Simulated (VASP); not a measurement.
# TlBr in VASP: notebook

TlBr is run at these levels: PBEsol; tasks: relaxation of the atoms, single point.

All numbers are computed with VASP 6.6.1; they aren't measurements. Logs are shortened: lines on timing, memory, paths and dates and some standing lists are left out, and cuts for length are marked.

## Step 1: The cell of the first run

The structure is trigonal, space group R-3m (No. 166). Conventional cell: a = 5.522 Å, b = 5.522 Å, c = 6.814 Å, α = 90.00°, β = 90.00°, γ = 120.00°. Within 4.4 Å of Tl (site symmetry -3m) lie 8 Br at 3.38 to 3.41 Å and 6 Tl at 3.91 Å. Br (site symmetry -3m) has 8 Tl at 3.38 to 3.41 Å and 6 Br at 3.91 Å within 4.4 Å.

## Step 2: Relaxation of the atoms, PBEsol, non-collinear spin, zero start, spin-orbit coupling (equal xy, yz and zx engineering shears of +0.5 %)

File INCAR:

```
PREC = Accurate
ENCUT = 450
EDIFF = 1E-7
ISMEAR = 0
SIGMA = 0.01
LREAL = F
LASPH = T
NELM = 200
ALGO = Normal
ISIF = 2
LWAVE = F
LCHARG = F
MAGMOM = 0 0 0 0 0 0
LORBIT = 11
LSORBIT = T
GGA_COMPAT = F
LORBMOM = T
GGA = PS
IBRION = 2
NSW = 50
EDIFFG = -0.002
NELMIN = 4
KPAR = 4
```

File KPOINTS:

```
Automatic mesh
0
Gamma
  6 6 6
```

File POSCAR:

```
TlBr
1.0
    3.9145325493      0.0097863314      0.0097863314
    0.0097863314      3.9145325493      0.0097863314
    0.0097863314      0.0097863314      3.9145325493
Tl Br
1 1
Direct
    0.0000000000      0.0000000000      0.0000000000
    0.5000000000      0.5000000000      0.5000000000
```

Potentials or basis: VASP PAW PBE potentials, release 64 (Tl_d, Br).

On the command line:

```bash
> cat potpaw_PBE.64/Tl_d/POTCAR potpaw_PBE.64/Br/POTCAR > POTCAR
> mpirun -np 4 vasp_ncl > vasp.out
```

OUTCAR:

```text
PREC = Accurate
   ENCUT = 450
   EDIFF = 1E-7
   ISMEAR = 0
   LREAL = F
   LASPH = T
   NELM = 200
   ISIF = 2
   LORBIT = 11
   LSORBIT = T
   GGA = PS
   IBRION = 2
   NSW = 50
   EDIFFG = -0.002
   NELMIN = 4

 ion  position               nearest neighbor table
   1  0.000  0.000  0.000-   2 3.38   2 3.38   2 3.38   2 3.38   2 3.38   2 3.38   2 3.41   2 3.41

   2  0.500  0.500  0.500-   1 3.38   1 3.38   1 3.38   1 3.38   1 3.38   1 3.38   1 3.41   1 3.41

  LATTYP: Found a trigonal (rhomboedric) cell.
 ALAT       =     3.9145570151
 COS(alpha) =     0.0050061874

  Lattice vectors:

 A1 = (   3.9145325493,   0.0097863314,   0.0097863314)
 A2 = (   0.0097863314,   3.9145325493,   0.0097863314)
 A3 = (   0.0097863314,   0.0097863314,   3.9145325493)

Analysis of symmetry for initial positions (statically):
=====================================================================
 Subroutine PRICEL returns:
 Original cell was already a primitive cell.

 Routine SETGRP: Setting up the symmetry group for a
 trigonal (rhombohedral) supercell.

 Subroutine GETGRP returns: Found 12 space group operations
 (whereof 12 operations were pure point group operations)
 out of a pool of 12 trial point group operations.

The static configuration has the point symmetry D_3d.

Analysis of symmetry for dynamics (positions and initial velocities):
=====================================================================
 Subroutine PRICEL returns:
 Original cell was already a primitive cell.

 Routine SETGRP: Setting up the symmetry group for a
 trigonal (rhombohedral) supercell.

 Subroutine GETGRP returns: Found 12 space group operations
 (whereof 12 operations were pure point group operations)
 out of a pool of 12 trial point group operations.

The dynamic configuration has the point symmetry D_3d.

Analysis of structural, dynamic, and magnetic symmetry:
=====================================================================
 Subroutine PRICEL returns:
 Original cell was already a primitive cell.

 Routine SETGRP: Setting up the symmetry group for a
 trigonal (rhombohedral) supercell.

 Subroutine GETGRP returns: Found 12 space group operations
 (whereof 12 operations were pure point group operations)
 out of a pool of 12 trial point group operations.

The overall configuration has the point symmetry D_3d.

 Subroutine INISYM returns: Found 12 space group operations
 (whereof 12 operations are pure point group operations),
 and found     1 'primitive' translations

----------------------------------------------------------------------------------------

                                     Primitive cell

  volume of cell :      59.9835

  direct lattice vectors                    reciprocal lattice vectors
     3.914532549  0.009786331  0.009786331     0.255461529 -0.000637061 -0.000637061
     0.009786331  3.914532549  0.009786331    -0.000637061  0.255461529 -0.000637061
     0.009786331  0.009786331  3.914532549    -0.000637061 -0.000637061  0.255461529

  length of vectors
     3.914557015  3.914557015  3.914557015     0.255463117  0.255463117  0.255463117

  position of ions in fractional coordinates (direct lattice)
     0.000000000  0.000000000  0.000000000
     0.500000000  0.500000000  0.500000000

  ion indices of the primitive-cell ions
   primitive index   ion index
                 1           1
                 2           2

----------------------------------------------------------------------------------------

 KPOINTS: Automatic mesh

Automatic generation of k-mesh.
 Grid dimensions read from file:
 generate k-points for:    6    6    6

 Generating k-lattice:

  Cartesian coordinates                     Fractional coordinates (reciprocal lattice)
     0.042576921 -0.000106177 -0.000106177     0.166666667 -0.000000000  0.000000000
[... 100 lines left out ...]

 number of electron      20.0000010 magnetization      -0.0000000      0.0000000      0.0000000

 Free energy of the ion-electron system (eV)
  ---------------------------------------------------
  ext. energy  EPLUGINS =         0.00000000
  ---------------------------------------------------
  free energy    TOTEN  =        -6.25046858 eV

  energy without entropy =       -6.25046858  energy(sigma->0) =       -6.25046858

 E-fermi :   2.9467     XC(G=0):  -9.4228

 val. band max:        2.8257875761   @ k =   0.5000  -0.0000  -0.0000
 cond. band min:       3.8468442771   @ k =   0.5000   0.5000   0.5000
 fundamental gap:      1.0210567010
 Fermi energy:         2.9466531047

 k-point     1 :       0.0000    0.0000    0.0000
  band No.  band energies     occupation
      1     -11.2913      1.00000
      2     -11.2913      1.00000
      3      -8.5547      1.00000
      4      -8.5547      1.00000
      5      -8.5528      1.00000
      6      -8.5528      1.00000
[... 733 lines left out ...]
     27      11.6311      0.00000
     28      11.6311      0.00000

 [... further k-points ...]

------------------------ aborting loop because EDIFF is reached ----------------------------------------

  FORCE on cell =-STRESS in cart. coord.  units (eV):
  Direction    XX          YY          ZZ          XY          YZ          ZX
  --------------------------------------------------------------------------------------
  -------------------------------------------------------------------------------------
  Total       -0.0534953     -0.0534953     -0.0534953     -0.0172939     -0.0172939     -0.0172939
  in kB       -1.4288759     -1.4288759     -1.4288759     -0.4619245     -0.4619245     -0.4619245
  external PRESSURE =      -1.4288759 kB  Pullay stress =       0.0000000 kB

 VOLUME and BASIS-vectors are now :
 -----------------------------------------------------------------------------
  energy-cutoff  :      450.00
  volume of cell :       59.98
      direct lattice vectors                 reciprocal lattice vectors
     3.914532549  0.009786331  0.009786331     0.255461529 -0.000637061 -0.000637061
     0.009786331  3.914532549  0.009786331    -0.000637061  0.255461529 -0.000637061
     0.009786331  0.009786331  3.914532549    -0.000637061 -0.000637061  0.255461529

 POSITION                                       TOTAL-FORCE (eV/Angst)
 -----------------------------------------------------------------------------------
      0.00000      0.00000      0.00000        -0.000000      0.000000      0.000000
      1.96705      1.96705      1.96705         0.000000     -0.000000      0.000000
 -----------------------------------------------------------------------------------
    total drift:                                0.000000      0.000000      0.000000

  FREE ENERGIE OF THE ION-ELECTRON SYSTEM (eV)
  ---------------------------------------------------
  free  energy   TOTEN  =        -6.2504685764 eV

  energy  without entropy=       -6.2504685764  energy(sigma->0) =       -6.25046858

 reached required accuracy - stopping structural energy minimisation

 orbital moment (x)

 # of ion     p       d       tot
 ----------------------------------------
  1         0.000   0.000   0.000
  2         0.000  -0.000   0.000
 ----------------------------------------
            0.000   0.000   0.000

 orbital moment (y)

 # of ion     p       d       tot
 ----------------------------------------
  1        -0.000  -0.000  -0.000
  2         0.000   0.000   0.000
 ----------------------------------------
           -0.000  -0.000  -0.000

 orbital moment (z)

 # of ion     p       d       tot
 ----------------------------------------
  1        -0.000  -0.000  -0.000
  2         0.000   0.000   0.000
 ----------------------------------------
           -0.000  -0.000  -0.000

 Spin-Orbit-Coupling matrix elements

 Ion:    1  E_soc:     -0.3854875
 l=   1
     0.0000000    -0.0154465    -0.0154465
    -0.0154465     0.0000000    -0.0154465
    -0.0154465    -0.0154465     0.0000000
 l=   2
     0.0000000    -0.0096905     0.0000000    -0.0096905    -0.0391109
    -0.0096905     0.0000000    -0.0293332    -0.0096905    -0.0097777
     0.0000000    -0.0293332     0.0000000    -0.0293332     0.0000000
    -0.0096905    -0.0096905    -0.0293332     0.0000000    -0.0097777
    -0.0391109    -0.0097777     0.0000000    -0.0097777     0.0000000
 l=   3
     0.0000000     0.0000000     0.0000000     0.0000000     0.0000000     0.0000000     0.0000000
     0.0000000     0.0000000     0.0000000     0.0000000     0.0000000     0.0000000     0.0000000
     0.0000000     0.0000000     0.0000000     0.0000000     0.0000000     0.0000000     0.0000000
     0.0000000     0.0000000     0.0000000     0.0000000     0.0000000     0.0000000     0.0000000
     0.0000000     0.0000000     0.0000000     0.0000000     0.0000000     0.0000000     0.0000000
     0.0000000     0.0000000     0.0000000     0.0000000     0.0000000     0.0000000     0.0000000
     0.0000000     0.0000000     0.0000000     0.0000000     0.0000000     0.0000000     0.0000000

 Ion:    2  E_soc:     -0.0612055
 l=   1
     0.0000000    -0.0102009    -0.0102009
    -0.0102009     0.0000000    -0.0102009
    -0.0102009    -0.0102009     0.0000000
 l=   2
     0.0000000    -0.0000006     0.0000000    -0.0000006     0.0000006
    -0.0000006     0.0000000     0.0000005    -0.0000006     0.0000002
     0.0000000     0.0000005     0.0000000     0.0000005     0.0000000
    -0.0000006    -0.0000006     0.0000005     0.0000000     0.0000002
     0.0000006     0.0000002     0.0000000     0.0000002     0.0000000
 l=   3
     0.0000000     0.0000000     0.0000000     0.0000000     0.0000000     0.0000000     0.0000000
     0.0000000     0.0000000     0.0000000     0.0000000     0.0000000     0.0000000     0.0000000
     0.0000000     0.0000000     0.0000000     0.0000000     0.0000000     0.0000000     0.0000000
     0.0000000     0.0000000     0.0000000     0.0000000     0.0000000     0.0000000     0.0000000
     0.0000000     0.0000000     0.0000000     0.0000000     0.0000000     0.0000000     0.0000000
     0.0000000     0.0000000     0.0000000     0.0000000     0.0000000     0.0000000     0.0000000
     0.0000000     0.0000000     0.0000000     0.0000000     0.0000000     0.0000000     0.0000000

 total charge

# of ion       s       p       d       tot
------------------------------------------
    1        1.295   0.153   9.664  11.111
    2        1.610   3.197   0.009   4.816
--------------------------------------------------
tot          2.904   3.351   9.673  15.927

 magnetization (x)

# of ion       s       p       d       tot
------------------------------------------
    1        0.000   0.000  -0.000  -0.000
    2        0.000   0.000   0.000   0.000
--------------------------------------------------
tot          0.000   0.000   0.000   0.000

 magnetization (y)

# of ion       s       p       d       tot
------------------------------------------
    1       -0.000   0.000   0.000  -0.000
    2       -0.000   0.000   0.000   0.000
--------------------------------------------------
tot         -0.000   0.000   0.000  -0.000

 magnetization (z)

# of ion       s       p       d       tot
------------------------------------------
    1        0.000   0.000   0.000   0.000
    2        0.000   0.000   0.000   0.000
--------------------------------------------------
tot          0.000   0.000   0.000   0.000
```

Run time: 48 s. Hardware: 4 MPI ranks of AMD EPYC 7R43 (Zen 3), shared host; peak memory 0.25 GiB.

Results:

- Free energy: -6.2505 eV
- Pressure after relaxing: -0.1 GPa
- Net moment: 0.00 μB per cell
- Valence electrons inside the program's atomic spheres: Tl 11.11; Br 4.82

Final structure:
```xyz
2
Lattice="3.9145 0.0098 0.0098 0.0098 3.9145 0.0098 0.0098 0.0098 3.9145" Properties=species:S:1:pos:R:3 pbc="T T T"
Tl    0.0000    0.0000    0.0000
Br    1.9671    1.9671    1.9671
```

Moments on the atoms (μB; x, y, z):
```
Tl  0.00 0.00 0.00
Br  0.00 0.00 0.00
```

Caveat: the cell differs from its parent crystal (equal xy, yz and zx engineering shears of +0.5 %); the relaxation stopped at its first step, so nothing moved; the PAW data sets were made with another functional, which shifts forces and pressure a little.

(Continued in part 2 of 2.)
